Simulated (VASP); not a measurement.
# MgO (Fm-3m) in VASP: settings compared, part 2 of 2

VASP 6.6.1. Earlier steps stand in the parts before.

## (4) Single point, PBE

INCAR reads:

```
PREC     = Accurate       # precision mode
ENCUT    = 520            # plane-wave cutoff, eV
EDIFF    = 1E-6           # SCF threshold, eV
ISMEAR   = 0              # smearing method
SIGMA    = 0.01           # smearing width, eV
LREAL    = F              # projectors in reciprocal space
LASPH    = T              # aspherical terms in the spheres
NELM     = 80             # most SCF steps
ALGO     = Normal         # electronic algorithm
ISIF     = 2              # what is computed and relaxed
LWAVE    = F              # write WAVECAR
LCHARG   = T              # write CHGCAR
GGA      = PE             # functional
LELF     = T              # ELF
LVHAR    = T            
NBANDS   = 11             # bands
```

KPOINTS reads:

```
Automatic mesh
0
Gamma
  10 10 10
```

POSCAR reads:

```
MgO
1.0
    0.0000000000      2.1021677879      2.1021677879
    2.1021677879      0.0000000000      2.1021677879
    2.1021677879      2.1021677879      0.0000000000
Mg O
1 1
Direct
    0.0000000000      0.0000000000      0.0000000000
    0.5000000000      0.5000000000      0.5000000000
```

Potentials or basis: VASP PAW PBE potentials, release 64 (Mg, O).

Run with:

```bash
> cat potpaw_PBE.64/Mg/POTCAR potpaw_PBE.64/O/POTCAR > POTCAR
> mpirun -np 1 vasp_std > vasp.out
```

OUTCAR:

```text
PREC = Accurate
   ENCUT = 520
   EDIFF = 1E-6
   ISMEAR = 0
   LREAL = F
   LASPH = T
   NELM = 80
   ISIF = 2
   GGA = PE

 ion  position               nearest neighbor table
   1  0.000  0.000  0.000-   2 2.10   2 2.10   2 2.10   2 2.10   2 2.10   2 2.10
   2  0.500  0.500  0.500-   1 2.10   1 2.10   1 2.10   1 2.10   1 2.10   1 2.10

  LATTYP: Found a face centered cubic cell.
 ALAT       =     4.2043355758

  Lattice vectors:

[... 521 lines left out ...]

 [... further k-points ...]

------------------------ aborting loop because EDIFF is reached ----------------------------------------

  FORCE on cell =-STRESS in cart. coord.  units (eV):
  Direction    XX          YY          ZZ          XY          YZ          ZX
  --------------------------------------------------------------------------------------
  -------------------------------------------------------------------------------------
  Total        0.5667223      0.5667223      0.5667223      0.0000000      0.0000000      0.0000000
  in kB       48.8707210     48.8707210     48.8707210      0.0000000      0.0000000      0.0000000
  external PRESSURE =      48.8707210 kB  Pullay stress =       0.0000000 kB

 VOLUME and BASIS-vectors are now :
 -----------------------------------------------------------------------------
  energy-cutoff  :      520.00
  volume of cell :       18.58
      direct lattice vectors                 reciprocal lattice vectors
     0.000000000  2.102167788  2.102167788    -0.237849711  0.237849711  0.237849711
     2.102167788  0.000000000  2.102167788     0.237849711 -0.237849711  0.237849711
     2.102167788  2.102167788  0.000000000     0.237849711  0.237849711 -0.237849711

 POSITION                                       TOTAL-FORCE (eV/Angst)
 -----------------------------------------------------------------------------------
      0.00000      0.00000      0.00000        -0.000000     -0.000000      0.000000
      2.10217      2.10217      2.10217         0.000000      0.000000      0.000000
 -----------------------------------------------------------------------------------
    total drift:                               -0.000000     -0.000000      0.000000

  FREE ENERGIE OF THE ION-ELECTRON SYSTEM (eV)
  ---------------------------------------------------
  free  energy   TOTEN  =       -11.9025881747 eV

  energy  without entropy=      -11.9025881747  energy(sigma->0) =      -11.90258817
```

OSZICAR:

```text
N       E                     dE             d eps       ncg     rms          rms(c)
DAV:   1     0.127035526695E+02    0.12704E+02   -0.46670E+03  1186   0.646E+02
DAV:   2    -0.129623806529E+02   -0.25666E+02   -0.25194E+02  1184   0.136E+02
DAV:   3    -0.134627641954E+02   -0.50038E+00   -0.50006E+00  1238   0.159E+01
DAV:   4    -0.134640041749E+02   -0.12400E-02   -0.12400E-02  1145   0.909E-01
DAV:   5    -0.134640084051E+02   -0.42302E-05   -0.42302E-05  1211   0.503E-02    0.722E+00
DAV:   6    -0.119194147859E+02    0.15446E+01   -0.87270E+00  1079   0.163E+01    0.221E+00
DAV:   7    -0.119080886016E+02    0.11326E-01   -0.53164E-02  1124   0.208E+00    0.134E+00
DAV:   8    -0.119029550024E+02    0.51336E-02   -0.27196E-02  1082   0.186E+00    0.234E-01
DAV:   9    -0.119025919230E+02    0.36308E-03   -0.56283E-04  1160   0.165E-01    0.131E-01
DAV:  10    -0.119025863813E+02    0.55417E-05   -0.48856E-04  1145   0.163E-01    0.886E-03
DAV:  11    -0.119025883389E+02   -0.19576E-05   -0.24560E-06  1205   0.133E-02    0.540E-03
DAV:  12    -0.119025881747E+02    0.16418E-06   -0.59362E-07   634   0.584E-03
   1 F= -.11902588E+02 E0= -.11902588E+02  d E =-.152832E-79
```

stdout:

```text
POSCAR found type information on POSCAR MgO
 POSCAR found :  2 types and       2 ions
 scaLAPACK will be used
 LDA part: xc-table for (Slater+PW92), standard interpolation
 POSCAR, INCAR and KPOINTS ok, starting setup
 FFT: planning ... GRIDC
 FFT: planning ... GRID_SOFT
 FFT: planning ... GRID
 WAVECAR not read
 entering main loop
```

It took 13 s on 1 thread of Intel Xeon 8259CL, shared host; peak memory 0.14 GiB.

Results:

```
Free energy            : -11.9026 eV
Pressure               : 4.9 GPa
Band gap on the k mesh : 4.78 eV
```

Caveat: the cell stands under pressure.

## (5) Single point, r2SCAN

POSCAR is that of step 4.

INCAR.step1 reads:

```
ALGO = Normal ; EDIFF = 1E-4
ENCUT = 520 ; GGA = PE
ISMEAR = 0 ; LASPH = T
LCHARG = F ; LREAL = F
LWAVE = T ; NBANDS = 11
NELM = 100 ; PREC = Accurate
SIGMA = 0.01
```

INCAR.step2 reads:

```
ALGO = Normal ; EDIFF = 1E-6
ENCUT = 520 ; ISIF = 2
ISMEAR = 0 ; ISTART = 1
LASPH = T ; LCHARG = F
LMIXTAU = T ; LREAL = F
LWAVE = F ; METAGGA = R2SCAN
NBANDS = 11 ; NELM = 100
PREC = Accurate ; SIGMA = 0.01
```

KPOINTS reads:

```
k-points
0
Gamma
  8 8 8
```

Potentials or basis: VASP PAW PBE potentials, release 64 (Mg, O).

Run with:

```bash
> cat potpaw_PBE.64/Mg/POTCAR potpaw_PBE.64/O/POTCAR > POTCAR
> cp INCAR.step1 INCAR
> mpirun -np 1 vasp_std > vasp.out
> cp INCAR.step2 INCAR
> mpirun -np 1 vasp_std > vasp.out
```

OUTCAR:

```text
EDIFF = 1E-6
   ENCUT = 520
   ISIF = 2
   ISMEAR = 0
   ISTART = 1
   LASPH = T
   LREAL = F
   METAGGA = R2SCAN
   NELM = 100
   PREC = Accurate

 ion  position               nearest neighbor table
   1  0.000  0.000  0.000-   2 2.10   2 2.10   2 2.10   2 2.10   2 2.10   2 2.10
   2  0.500  0.500  0.500-   1 2.10   1 2.10   1 2.10   1 2.10   1 2.10   1 2.10

  LATTYP: Found a face centered cubic cell.
 ALAT       =     4.2043355758

  Lattice vectors:

 A1 = (   0.0000000000,   2.1021677879,   2.1021677879)
 A2 = (   2.1021677879,   0.0000000000,   2.1021677879)
 A3 = (   2.1021677879,   2.1021677879,   0.0000000000)

Analysis of symmetry for initial positions (statically):
=====================================================================
 Subroutine PRICEL returns:
 Original cell was already a primitive cell.

 Routine SETGRP: Setting up the symmetry group for a
 face centered cubic supercell.

 Subroutine GETGRP returns: Found 48 space group operations
 (whereof 48 operations were pure point group operations)
 out of a pool of 48 trial point group operations.

The static configuration has the point symmetry O_h .

Analysis of symmetry for dynamics (positions and initial velocities):
=====================================================================
 Subroutine PRICEL returns:
 Original cell was already a primitive cell.

 Routine SETGRP: Setting up the symmetry group for a
 face centered cubic supercell.

 Subroutine GETGRP returns: Found 48 space group operations
 (whereof 48 operations were pure point group operations)
 out of a pool of 48 trial point group operations.

The dynamic configuration has the point symmetry O_h .

 Subroutine INISYM returns: Found 48 space group operations
 (whereof 48 operations are pure point group operations),
 and found     1 'primitive' translations

----------------------------------------------------------------------------------------

                                     Primitive cell

  volume of cell :      18.5794

  direct lattice vectors                    reciprocal lattice vectors
     0.000000000  2.102167788  2.102167788    -0.237849711  0.237849711  0.237849711
     2.102167788  0.000000000  2.102167788     0.237849711 -0.237849711  0.237849711
     2.102167788  2.102167788  0.000000000     0.237849711  0.237849711 -0.237849711

  length of vectors
     2.972914196  2.972914196  2.972914196     0.411967783  0.411967783  0.411967783

  position of ions in fractional coordinates (direct lattice)
     0.000000000  0.000000000  0.000000000
     0.500000000  0.500000000  0.500000000

  ion indices of the primitive-cell ions
   primitive index   ion index
                 1           1
                 2           2

----------------------------------------------------------------------------------------

 KPOINTS: k-points

Automatic generation of k-mesh.
 Grid dimensions read from file:
 generate k-points for:    8    8    8

 Generating k-lattice:

  Cartesian coordinates                     Fractional coordinates (reciprocal lattice)
    -0.029731214  0.029731214  0.029731214     0.125000000  0.000000000  0.000000000
[... 39 lines left out ...]
 -0.375000  0.250000  0.125000     24.000000
 [... further k-points ...]
   k-points           NKPTS =     29   k-points in BZ     NKDIM =     29   number of bands    NBANDS=     11
   number of dos      NEDOS =    301   number of ions     NIONS =      2
   total plane-waves  NPLWV =  13824
   dimension x,y,z NGX =    24 NGY =   24 NGZ =   24
   dimension x,y,z NGXF=    48 NGYF=   48 NGZF=   48
   ions per type =               1   1
   NGX,Y,Z   is equivalent  to a cutoff of  13.42, 13.42, 13.42 a.u.
   NGXF,Y,Z  is equivalent  to a cutoff of  26.84, 26.84, 26.84 a.u.
 SYSTEM =  unknown system
   PREC   = accura    normal or accurate (medium, high low for compatibility)
   ISTART =      1    job   : 0-new  1-cont  2-samecut
   ICHARG =      0    charge: 1-file 2-atom 10-const
   ISPIN  =      1    spin polarized calculation?
   LNONCOLLINEAR =      F non collinear calculations
   LSORBIT =      F    spin-orbit coupling
   LASPH  =      T    aspherical Exc in radial PAW
   ENCUT  =  520.0 eV  38.22 Ry    6.18 a.u.   5.53  5.53  5.53*2*pi/ulx,y,z
   NELM   =    100;   NELMIN=  2; NELMDL=  0     # of ELM steps
   EDIFF  = 0.1E-05   stopping-criterion for ELM
   LREAL  =      F    real-space projection
   EDIFFG = 0.1E-04   stopping-criterion for IOM
   NSW    =      0    number of steps for IOM
   IBRION =     -1    ionic relax: 0-MD 1-quasi-New 2-CG
   NFREE  =      0    steps in history (QN), initial steepest desc. (CG)
   ISIF   =      2    stress and relaxation
   ISYM   =      2    0-nonsym 1-usesym 2-fastsym
   POTIM  = 0.5000    time-step for ionic-motion
   TEBEG  =    0.0;   TEEND  =   0.0 temperature during run
   PSTRESS=    0.0 pullay stress
   NELECT =       8.0000    total number of electrons
   NUPDOWN=      -1.0000    fix difference up-down
   EMIN   =  10.00;   EMAX   =-10.00  energy-range for DOS
   EFERMI =   0.00;   METHOD = LEGACY
   ISMEAR =     0;   SIGMA  =   0.01  broadening in eV -4-tet -1-fermi 0-gaus
   EFERMI_NEDOS =   21; number of points for ismear=-14 and -15
   IALGO  =     38    algorithm
   IMIX   =      4    mixing-type and parameters
     AMIX     =   0.40;   BMIX     =  1.00
     AMIX_MAG =   1.60;   BMIX_MAG =  1.00
  volume/ion in A,a.u.               =       9.29        62.69
  Fermi-wavevector in a.u.,A,eV,Ry     =   1.236215  2.336108 20.792808  1.528228
  Thomas-Fermi vector in A             =   2.370833
   LORBIT       =      0    0 simple, 1 ext, 2 COOP (PROOUT), +10 PAW based schemes
   METAGGA = R2SCAN    functional components
   LHFCALC =     F    Hartree Fock is set to
   AEXX    =    0.0000 exact exchange contribution
   IVDW    =     0    specifies the selected vdW correction
   LEPSILON=     F    determine dielectric tensor
   LRPA    =     F    only Hartree local field effects (RPA)
 non-spin polarized calculation
 Gauss-broadening in eV      SIGMA  =   0.01
  energy-cutoff  :      520.00
  volume of cell :       18.58
 maximum number of plane-waves:       531
 NGX is ok and might be reduce to    24
   NGX = 11   NGY = 11   NGZ = 11

 number of electron       8.0000004 magnetization

 Free energy of the ion-electron system (eV)
  ---------------------------------------------------
  ext. energy  EPLUGINS =         0.00000000
  ---------------------------------------------------
  free energy    TOTEN  =       -16.16108292 eV

  energy without entropy =      -16.16108292  energy(sigma->0) =      -16.16108292

 E-fermi :   2.8858     XC(G=0): -11.6234

 val. band max:        2.8164136940   @ k =   0.0000   0.0000   0.0000
 cond. band min:       8.4763560519   @ k =   0.0000   0.0000   0.0000
 fundamental gap:      5.6599423579
 Fermi energy:         2.8858360101

 k-point     1 :       0.0000    0.0000    0.0000
  band No.  band energies     occupation
      1     -15.4124      2.00000
      2       2.8164      2.00000
      3       2.8164      2.00000
      4       2.8164      2.00000
      5       8.4764      0.00000
      6      19.6823      0.00000
      7      19.6823      0.00000
      8      19.6823      0.00000
      9      23.8436      0.00000
     10      25.6170      0.00000
     11      25.6170      0.00000
[... 309 lines left out ...]
 k-point    24 :      -0.3750    0.2500    0.1250
  band No.  band energies     occupation
      1     -14.0031      2.00000
      2      -1.2021      2.00000
      3       0.8625      2.00000
      4       1.8031      2.00000
      5      13.4817      0.00000
      6      16.2039      0.00000
      7      17.5216      0.00000
      8      20.9891      0.00000
      9      24.6541      0.00000
     10      26.3891      0.00000
     11      30.6233      0.00000

 [... further k-points ...]

------------------------ aborting loop because EDIFF is reached ----------------------------------------

  FORCE on cell =-STRESS in cart. coord.  units (eV):
  Direction    XX          YY          ZZ          XY          YZ          ZX
  --------------------------------------------------------------------------------------
  -------------------------------------------------------------------------------------
  Total       -0.1317889     -0.1317889     -0.1317889      0.0000000     -0.0000000     -0.0000000
  in kB      -11.3646796    -11.3646796    -11.3646796      0.0000000     -0.0000000     -0.0000000
  external PRESSURE =     -11.3646796 kB  Pullay stress =       0.0000000 kB

 VOLUME and BASIS-vectors are now :
 -----------------------------------------------------------------------------
  energy-cutoff  :      520.00
  volume of cell :       18.58
      direct lattice vectors                 reciprocal lattice vectors
     0.000000000  2.102167788  2.102167788    -0.237849711  0.237849711  0.237849711
     2.102167788  0.000000000  2.102167788     0.237849711 -0.237849711  0.237849711
     2.102167788  2.102167788  0.000000000     0.237849711  0.237849711 -0.237849711

 POSITION                                       TOTAL-FORCE (eV/Angst)
 -----------------------------------------------------------------------------------
      0.00000      0.00000      0.00000        -0.000000     -0.000000      0.000000
      2.10217      2.10217      2.10217         0.000000      0.000000     -0.000000
 -----------------------------------------------------------------------------------
    total drift:                               -0.000000     -0.000000      0.000000

  FREE ENERGIE OF THE ION-ELECTRON SYSTEM (eV)
  ---------------------------------------------------
  free  energy   TOTEN  =       -16.1610829187 eV

  energy  without entropy=      -16.1610829187  energy(sigma->0) =      -16.16108292
```

OSZICAR.step1:

```text
N       E                     dE             d eps       ncg     rms          rms(c)
DAV:   1     0.135338963272E+02    0.13534E+02   -0.46257E+03   734   0.648E+02
DAV:   2    -0.128738816659E+02   -0.26408E+02   -0.26004E+02   749   0.135E+02
DAV:   3    -0.134625724274E+02   -0.58869E+00   -0.58820E+00   758   0.175E+01
DAV:   4    -0.134639901610E+02   -0.14177E-02   -0.14177E-02   698   0.982E-01
DAV:   5    -0.134639946234E+02   -0.44624E-05   -0.44624E-05   711   0.535E-02    0.722E+00
DAV:   6    -0.119195392124E+02    0.15445E+01   -0.87429E+00   665   0.163E+01    0.221E+00
DAV:   7    -0.119080600372E+02    0.11479E-01   -0.51866E-02   695   0.207E+00    0.134E+00
DAV:   8    -0.119028966188E+02    0.51634E-02   -0.26970E-02   671   0.185E+00    0.230E-01
DAV:   9    -0.119025527738E+02    0.34384E-03   -0.52528E-04   722   0.160E-01    0.129E-01
DAV:  10    -0.119025528832E+02   -0.10938E-06   -0.45391E-04   659   0.158E-01
   1 F= -.11902553E+02 E0= -.11902553E+02  d E =-.585200E-20
```

Run time: 44 s. Hardware: 1 thread of Intel Xeon 8259CL, shared host; peak memory 0.14 GiB.

What came out:

* Free energy: -16.1611 eV
* Pressure: -1.1 GPa
* Band gap on the k mesh: 5.66 eV

Levels at points of the mesh, in eV from the valence-band top:
```csv
k point,band 1,band 2,band 3,band 4,band 5,band 6,band 7,band 8
"(0.00, 0.00, 0.00)",-18.23,0.00,0.00,0.00,5.66,16.87,16.87,16.87
"(0.50, 0.00, 0.00)",-16.97,-4.64,-0.68,-0.68,8.84,13.87,17.48,17.48
"(0.50, 0.50, 0.00)",-16.72,-4.12,-1.38,-1.38,10.04,11.12,14.35,20.46
```

Caveat: the PAW data sets were made with another functional, which shifts forces and pressure a little.

## (6) The runs side by side

| level | k mesh | gap on the mesh (eV) | pressure (GPa) |
| --- | --- | --- | --- |
| PBE | 8 × 8 × 8 | 4.78 | 4.9 |
| PBE | 10 × 10 × 10 | 4.78 | 4.9 |
| r2SCAN | 8 × 8 × 8 | 5.66 | -1.1 |

Alike in all rows: task single point; potentials or basis VASP PAW PBE potentials, release 64 (Mg, O); no spin polarisation; cell as given; cutoff (eV) 520; smearing gaussian 0.01 eV.

On the cell as given the gap runs from 4.78 eV (PBE) to 5.66 eV (r2SCAN); the meshes differ, which moves gaps too. The pressure there spans -1.1 GPa (r2SCAN) to 4.9 GPa (PBE); a positive pressure means that this level wants a larger cell, a negative one a smaller.

Caveats: the cell stands under pressure (at least some runs); the PAW data sets were made with another functional, which shifts forces and pressure a little (at least some runs).

Total energies depend on the potentials used, so only differences within one code and one set of settings carry meaning.
